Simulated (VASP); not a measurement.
# W (Fm-3m) in VASP: single point with PBE

Aim: the single point of W with PBE.

Program: VASP 6.6.1. These are calculated values, not measurements. Logs are shortened: lines on timing, memory, paths and dates and some standing lists are left out, and cuts for length are marked.

**1. The cell of the first run**

Symmetry: Fm-3m, No. 225, cubic system. Conventional cell: a = 4.039 Å, b = 4.039 Å, c = 4.039 Å, α = 90.00°, β = 90.00°, γ = 90.00°. Within 3.8 Å of W (site symmetry m-3m) lie 12 W at 2.86 Å.

**2. Single point, PBE**

INCAR

```
PREC = Accurate
ENCUT = 520
EDIFF = 1E-7
ISMEAR = -1
SIGMA = 0.13605693000000002
LREAL = F
LASPH = T
NELM = 60
ALGO = Normal
ISIF = 2
LWAVE = F
LCHARG = F
GGA = PE
NBANDS = 13
```

KPOINTS

```
Automatic mesh
0
Gamma
  14 14 14
```

POSCAR

```
W
1.0
    0.0000000000      2.0197215575      2.0197215575
    2.0197215575      0.0000000000      2.0197215575
    2.0197215575      2.0197215575      0.0000000000
W
1
Direct
    0.0000000000      0.0000000000      0.0000000000
```

Potentials or basis: VASP PAW PBE potentials, release 64 (W_sv).

On the command line:

```console
$ cat potpaw_PBE.64/W_sv/POTCAR > POTCAR
$ mpirun -np 1 vasp_std > vasp.out
```

OUTCAR:

```text
PREC = Accurate
   ENCUT = 520
   EDIFF = 1E-7
   ISMEAR = -1
   LREAL = F
   LASPH = T
   NELM = 60
   ISIF = 2
   GGA = PE

 ion  position               nearest neighbor table
   1  0.000  0.000  0.000-

  LATTYP: Found a face centered cubic cell.
 ALAT       =     4.0394431150

  Lattice vectors:

 A1 = (   0.0000000000,   2.0197215575,   2.0197215575)
 A2 = (   2.0197215575,   0.0000000000,   2.0197215575)
 A3 = (   2.0197215575,   2.0197215575,   0.0000000000)

Analysis of symmetry for initial positions (statically):
[... 5 lines left out ...]
 face centered cubic supercell.

 Subroutine GETGRP returns: Found 48 space group operations
 (whereof 48 operations were pure point group operations)
 out of a pool of 48 trial point group operations.

The static configuration has the point symmetry O_h .

Analysis of symmetry for dynamics (positions and initial velocities):
[... 5 lines left out ...]
 face centered cubic supercell.

 Subroutine GETGRP returns: Found 48 space group operations
 (whereof 48 operations were pure point group operations)
 out of a pool of 48 trial point group operations.

The dynamic configuration has the point symmetry O_h .

 Subroutine INISYM returns: Found 48 space group operations
 (whereof 48 operations are pure point group operations),
 and found     1 'primitive' translations

----------------------------------------------------------------------------------------

                                     Primitive cell

  volume of cell :      16.4780

  direct lattice vectors                    reciprocal lattice vectors
     0.000000000  2.019721558  2.019721558    -0.247558877  0.247558877  0.247558877
     2.019721558  0.000000000  2.019721558     0.247558877 -0.247558877  0.247558877
     2.019721558  2.019721558  0.000000000     0.247558877  0.247558877 -0.247558877

  length of vectors
     2.856317619  2.856317619  2.856317619     0.428784552  0.428784552  0.428784552

  position of ions in fractional coordinates (direct lattice)
     0.000000000  0.000000000  0.000000000

  ion indices of the primitive-cell ions
   primitive index   ion index
                 1           1

----------------------------------------------------------------------------------------

 KPOINTS: Automatic mesh

Automatic generation of k-mesh.
 Grid dimensions read from file:
 generate k-points for:   14   14   14

 Generating k-lattice:

  Cartesian coordinates                     Fractional coordinates (reciprocal lattice)
    -0.017682777  0.017682777  0.017682777     0.071428571  0.000000000  0.000000000
     0.017682777 -0.017682777  0.017682777     0.000000000  0.071428571  0.000000000
     0.017682777  0.017682777 -0.017682777     0.000000000  0.000000000  0.071428571

  Length of vectors
     0.030627468  0.030627468  0.030627468

  Shift w.r.t. Gamma in fractional coordinates (k-lattice)
     0.000000000  0.000000000  0.000000000

 Subroutine IBZKPT returns following result:
 ===========================================

 Found    104 irreducible k-points:

 Following reciprocal coordinates:
            Coordinates               Weight
  0.000000  0.000000  0.000000      1.000000
  0.071429  0.000000  0.000000      8.000000
  0.142857  0.000000  0.000000      8.000000
  0.214286  0.000000  0.000000      8.000000
  0.285714  0.000000  0.000000      8.000000
  0.357143  0.000000  0.000000      8.000000
[... 16 lines left out ...]
  0.214286  0.142857  0.000000     24.000000
  0.285714  0.142857  0.000000     24.000000
 [... further k-points ...]
   k-points           NKPTS =    104   k-points in BZ     NKDIM =    104   number of bands    NBANDS=     13
   number of dos      NEDOS =    301   number of ions     NIONS =      1
   total plane-waves  NPLWV =  13824
   dimension x,y,z NGX =    24 NGY =   24 NGZ =   24
   dimension x,y,z NGXF=    48 NGYF=   48 NGZF=   48
   ions per type =               1
   NGX,Y,Z   is equivalent  to a cutoff of  13.97, 13.97, 13.97 a.u.
   NGXF,Y,Z  is equivalent  to a cutoff of  27.94, 27.94, 27.94 a.u.
 SYSTEM =  unknown system
   PREC   = accura    normal or accurate (medium, high low for compatibility)
   ISTART =      0    job   : 0-new  1-cont  2-samecut
   ICHARG =      2    charge: 1-file 2-atom 10-const
   ISPIN  =      1    spin polarized calculation?
   LNONCOLLINEAR =      F non collinear calculations
   LSORBIT =      F    spin-orbit coupling
   LASPH  =      T    aspherical Exc in radial PAW
   ENCUT  =  520.0 eV  38.22 Ry    6.18 a.u.   5.31  5.31  5.31*2*pi/ulx,y,z
   NELM   =     60;   NELMIN=  2; NELMDL= -5     # of ELM steps
   EDIFF  = 0.1E-06   stopping-criterion for ELM
   LREAL  =      F    real-space projection
   EDIFFG = 0.1E-05   stopping-criterion for IOM
   NSW    =      0    number of steps for IOM
   IBRION =     -1    ionic relax: 0-MD 1-quasi-New 2-CG
   NFREE  =      0    steps in history (QN), initial steepest desc. (CG)
   ISIF   =      2    stress and relaxation
   ISYM   =      2    0-nonsym 1-usesym 2-fastsym
   POTIM  = 0.5000    time-step for ionic-motion
   TEBEG  =    0.0;   TEEND  =   0.0 temperature during run
   PSTRESS=    0.0 pullay stress
   NELECT =      14.0000    total number of electrons
   NUPDOWN=      -1.0000    fix difference up-down
   EMIN   =  10.00;   EMAX   =-10.00  energy-range for DOS
   EFERMI =   0.00;   METHOD = LEGACY
   ISMEAR =    -1;   SIGMA  =   0.14  broadening in eV -4-tet -1-fermi 0-gaus
   EFERMI_NEDOS =   21; number of points for ismear=-14 and -15
   IALGO  =     38    algorithm
   IMIX   =      4    mixing-type and parameters
     AMIX     =   0.40;   BMIX     =  1.00
     AMIX_MAG =   1.60;   BMIX_MAG =  1.00
  volume/ion in A,a.u.               =      16.48       111.20
  Fermi-wavevector in a.u.,A,eV,Ry     =   1.550539  2.930094 32.710732  2.404171
  Thomas-Fermi vector in A             =   2.655188
   LORBIT       =      0    0 simple, 1 ext, 2 COOP (PROOUT), +10 PAW based schemes
   GGA     = PE    functional components
   LHFCALC =     F    Hartree Fock is set to
   AEXX    =    0.0000 exact exchange contribution
   IVDW    =     0    specifies the selected vdW correction
   LEPSILON=     F    determine dielectric tensor
   LRPA    =     F    only Hartree local field effects (RPA)
 non-spin polarized calculation
  energy-cutoff  :      520.00
  volume of cell :       16.48
 maximum number of plane-waves:       459
 NGX is ok and might be reduce to    24
   NGX = 11   NGY = 11   NGZ = 11

 number of electron      14.0000002 magnetization

 Free energy of the ion-electron system (eV)
  ---------------------------------------------------
  ext. energy  EPLUGINS =         0.00000000
  ---------------------------------------------------
  free energy    TOTEN  =       -12.50943748 eV

  energy without entropy =      -12.43782115  energy(sigma->0) =      -12.47362931

 E-fermi :  10.4477     XC(G=0): -13.4128

 val. band max:       10.4251191954   @ k =  -0.1429   0.0714   0.0000
 cond. band min:      10.4511453457   @ k =   0.2143   0.1429   0.0714
 fundamental gap:      0.0260261503
 Fermi energy:        10.4477147898

 k-point     1 :       0.0000    0.0000    0.0000
  band No.  band energies     occupation
      1     -63.2454      2.00000
      2     -26.8817      2.00000
      3     -26.8817      2.00000
      4     -26.8817      2.00000
      5       1.4624      2.00000
      6       9.8820      1.96921
      7       9.8820      1.96921
      8       9.8820      1.96921
      9      12.9894      0.00000
     10      12.9894      0.00000
     11      23.2143      0.00000
     12      28.4133      0.00000
     13      28.4133      0.00000

 k-point     2 :       0.0714    0.0000    0.0000
  band No.  band energies     occupation
      1     -63.2402      2.00000
      2     -26.9415      2.00000
      3     -26.8893      2.00000
      4     -26.8893      2.00000
      5       1.6849      2.00000
      6       9.7108      1.99115
      7       9.9853      1.93534
      8       9.9853      1.93534
      9      12.8958      0.00000
     10      12.8958      0.00000
     11      23.6598      0.00000
     12      27.4788      0.00000
     13      28.8309      0.00000

 k-point     3 :       0.1429    0.0000    0.0000
  band No.  band energies     occupation
      1     -63.2258      2.00000
      2     -27.1067      2.00000
      3     -26.9107      2.00000
      4     -26.9107      2.00000
      5       2.3121      2.00000
      6       9.3108      1.99953
      7      10.2230      1.67818
      8      10.2230      1.67818
      9      12.7346      0.00000
     10      12.7346      0.00000
     11      24.6819      0.00000
     12      26.0816      0.00000
     13      30.0172      0.00000

 k-point     4 :       0.2143    0.0000    0.0000
  band No.  band energies     occupation
      1     -63.2050      2.00000
      2     -27.3396      2.00000
      3     -26.9414      2.00000
      4     -26.9414      2.00000
      5       3.2074      2.00000
      6       8.9472      1.99997
      7      10.3589      1.31530
      8      10.3589      1.31529
      9      12.8359      0.00000
     10      12.8359      0.00000
     11      24.0734      0.00000
     12      26.7324      0.00000
     13      31.8138      0.00000

 k-point     5 :       0.2857    0.0000    0.0000
  band No.  band energies     occupation
      1     -63.1818      2.00000
      2     -27.5905      2.00000
      3     -26.9752      2.00000
      4     -26.9752      2.00000
      5       4.0951      2.00000
      6       8.9505      1.99997
      7      10.2159      1.69209
      8      10.2159      1.69209
      9      13.4299      0.00000
     10      13.4299      0.00000
     11      22.8750      0.00000
     12      27.0377      0.00000
     13      33.1861      0.00000

 k-point     6 :       0.3571    0.0000    0.0000
  band No.  band energies     occupation
      1     -63.1608      2.00000
      2     -27.8102      2.00000
      3     -27.0054      2.00000
      4     -27.0054      2.00000
      5       4.6424      2.00000
      6       9.5746      1.99674
      7       9.9502      1.94966
      8       9.9502      1.94966
      9      14.3124      0.00000
     10      14.3124      0.00000
     11      21.8859      0.00000
     12      25.2528      0.00000
     13      31.4900      0.00000

 k-point     7 :       0.4286    0.0000    0.0000
  band No.  band energies     occupation
      1     -63.1462      2.00000
      2     -27.9591      2.00000
      3     -27.0261      2.00000
      4     -27.0261      2.00000
      5       4.8245      2.00000
      6       9.7389      1.98913
      7       9.7389      1.98913
      8      10.5494      0.64276
      9      15.1153      0.00000
     10      15.1153      0.00000
     11      21.0784      0.00000
     12      23.4783      0.00000
     13      29.7102      0.00000
[... 193 lines left out ...]
 k-point    20 :      -0.1429    0.0714    0.0000
  band No.  band energies     occupation
      1     -63.2155      2.00000
      2     -27.1996      2.00000
      3     -26.9662      2.00000
      4     -26.9099      2.00000
      5       2.7735      2.00000
      6       9.0195      1.99994
      7      10.3442      1.36320
      8      10.4251      1.08285
      9      12.2095      0.00000
     10      13.1672      0.00000
     11      25.1577      0.00000
     12      26.0395      0.00000
     13      29.6971      0.00000

 k-point    21 :      -0.0714    0.0714    0.0000
  band No.  band energies     occupation
      1     -63.2320      2.00000
      2     -27.0234      2.00000
      3     -26.9239      2.00000
      4     -26.8920      2.00000
      5       2.0441      2.00000
      6       9.4326      1.99885
      7      10.1356      1.81674
      8      10.1768      1.75979
      9      12.5382      0.00000
     10      13.0081      0.00000
     11      24.3502      0.00000
     12      26.7551      0.00000
     13      28.8367      0.00000

 k-point    22 :       0.1429    0.1429    0.0000
  band No.  band energies     occupation
      1     -63.2194      2.00000
      2     -27.1001      2.00000
      3     -26.9604      2.00000
      4     -26.9604      2.00000
      5       2.5998      2.00000
      6       8.8568      1.99998
      7      10.5899      0.52035
      8      10.5899      0.52035
      9      11.7059      0.00019
     10      13.3777      0.00000
     11      25.4503      0.00000
     12      27.2655      0.00000
     13      29.1105      0.00000

 k-point    23 :       0.2143    0.1429    0.0000
  band No.  band energies     occupation
      1     -63.2038      2.00000
      2     -27.2513      2.00000
      3     -26.9993      2.00000
      4     -26.9901      2.00000
      5       3.2893      2.00000
      6       8.4372      2.00000
      7      10.6465      0.37664
      8      10.9211      0.05980
      9      11.5793      0.00049
     10      13.5893      0.00000
     11      26.2714      0.00000
     12      26.8428      0.00000
     13      29.6039      0.00000

 k-point    24 :       0.2857    0.1429    0.0000
  band No.  band energies     occupation
      1     -63.1835      2.00000
      2     -27.4572      2.00000
      3     -27.0375      2.00000
      4     -27.0259      2.00000
      5       4.1801      2.00000
      6       8.1543      2.00000
      7      10.0778      1.87629
      8      11.0380      0.02577
      9      12.4032      0.00000
     10      14.0356      0.00000
     11      25.0145      0.00000
     12      27.9676      0.00000
     13      30.1982      0.00000

 [... further k-points ...]
[... 5 lines left out ...]
  --------------------------------------------------------------------------------------
  -------------------------------------------------------------------------------------
  Total        0.0371048      0.0371048      0.0371048     -0.0000000      0.0000000      0.0000000
  in kB        3.6077443      3.6077443      3.6077443     -0.0000000      0.0000000      0.0000000
  external PRESSURE =       3.6077443 kB  Pullay stress =       0.0000000 kB

 VOLUME and BASIS-vectors are now :
 -----------------------------------------------------------------------------
  energy-cutoff  :      520.00
  volume of cell :       16.48
      direct lattice vectors                 reciprocal lattice vectors
     0.000000000  2.019721558  2.019721558    -0.247558877  0.247558877  0.247558877
     2.019721558  0.000000000  2.019721558     0.247558877 -0.247558877  0.247558877
     2.019721558  2.019721558  0.000000000     0.247558877  0.247558877 -0.247558877

 POSITION                                       TOTAL-FORCE (eV/Angst)
 -----------------------------------------------------------------------------------
      0.00000      0.00000      0.00000         0.000000      0.000000      0.000000
 -----------------------------------------------------------------------------------
    total drift:                                0.000000      0.000000     -0.000000

  FREE ENERGIE OF THE ION-ELECTRON SYSTEM (eV)
  ---------------------------------------------------
  free  energy   TOTEN  =       -12.5094374770 eV

  energy  without entropy=      -12.4378211511  energy(sigma->0) =      -12.47362931
```

It used 13 s of CPU time on 1 thread of Intel Xeon 6975P-C, with other jobs on the host.

What came out:

| Quantity | Value |
| --- | --- |
| Free energy | -12.5094 eV |
| Pressure | 0.4 GPa |
| Band gap on the k mesh | zero (band 7 reaches 13.46 eV, above the bottom of band 8 at 9.88 eV) |

Caveat: spin-orbit coupling is left out, which moves the levels of the heavy elements.
